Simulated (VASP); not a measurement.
HfC, 2 atoms in the cell. It takes space group I4/mmm (No. 139, tetragonal). Conventional cell: a = 3.387 Å, b = 3.387 Å, c = 4.650 Å, α = 90.00°, β = 90.00°, γ = 90.00°. Hf (site symmetry 4/mmm) has 6 C at 2.33 to 2.39 Å within 3.1 Å. Within 3.1 Å of C (site symmetry 4/mmm) lie 6 Hf at 2.33 to 2.39 Å.  This cell differs from its parent crystal: equal xx and yy strain of +3 %.

| Item | Value |
| --- | --- |
| Program | VASP 6.6.1 |
| Task | single point |
| Functional | PBEsol |
| Potentials or basis | VASP PAW PBE potentials, release 64 (Hf_pv, C) |
| Cutoff | 520 eV |
| k mesh | 15 × 15 × 15 |
| Occupations | fermi-dirac, width 0.05 eV |
| Spin | no spin polarisation |
| Dipole correction | no |
| Further INCAR settings | ALGO = Normal; EDIFF = 1e-07; NBANDS = 14 |

Potentials or basis: VASP PAW PBE potentials, release 64 (Hf_pv, C).

Launch:

```console
$ cat potpaw_PBE.64/Hf_pv/POTCAR potpaw_PBE.64/C/POTCAR > POTCAR
$ mpirun -np 1 vasp_std > vasp.out
```

Hardware: 1 thread of AMD EPYC 7R13, with other jobs on the host.

Question: How long does it take, and how much memory?

Answer: Run time: 3 min on 1 thread of AMD EPYC 7R13, with other jobs on the host, peak memory 0.22 GiB. Counts: scf iterations 14, k points 288.
